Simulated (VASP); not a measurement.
Wanted: the native input for a VASP 6.6.1 run.

```yaml
Task: single point
Functional: PBE
Potentials_or_basis: VASP PAW PBE potentials, release 64 (B, As)
Cutoff: 520 eV
k_mesh: 6 × 6 × 4
Occupations: gaussian, width 0.1 eV
Spin: no spin polarisation
Dipole_correction: no
Further_INCAR_settings: ALGO = Normal; EDIFF = 1e-06; NBANDS = 18
```

The structure of B3As2 lies in POSCAR:

```
B3As2
1.0
    3.7883117432      0.0000000000      0.0000000000
    0.0000000000      3.7883117432      0.0000000000
    0.0000000000      0.0000000000      4.4487373354
B As
3 2
Direct
    0.5000000000      0.0000000000      1.0172490288
    0.0000000000      0.5000000000      1.0172490288
    0.0000000000      0.0000000000      0.2307860281
    0.0000000000      0.0000000000      0.7266873253
    0.5000000000      0.5000000000      0.2780285089
```

The input as run:

INCAR

```
ALGO     = Normal         # electronic algorithm
EDIFF    = 1E-6           # SCF threshold, eV
ENCUT    = 520            # plane-wave cutoff, eV
GGA      = PE             # functional
ISIF     = 2              # what is computed and relaxed
ISMEAR   = 0              # smearing method
LASPH    = T              # aspherical terms in the spheres
LCHARG   = T              # write CHGCAR
LELF     = T              # ELF
LREAL    = F              # projectors in reciprocal space
LVHAR    = T            
LWAVE    = F              # write WAVECAR
NBANDS   = 18             # bands
NELM     = 60             # most SCF steps
PREC     = Accurate       # precision mode
SIGMA    = 0.1            # smearing width, eV
```

KPOINTS

```
k-points
0
Gamma
  6 6 4
```

Potentials or basis: VASP PAW PBE potentials, release 64 (B, As).

Launch:

```bash
$ cat potpaw_PBE.64/B/POTCAR potpaw_PBE.64/As/POTCAR > POTCAR
$ mpirun -np 1 vasp_std > vasp.out
```

It gave:

```yaml
Pressure: 0.6 GPa
Largest_force: 0.021 eV/Å
```

Wall time 34 s on 1 thread of Intel(R) Xeon(R) Platinum 8488C (Sapphire Rapids), with other jobs on the host, peak memory 0.18 GiB.
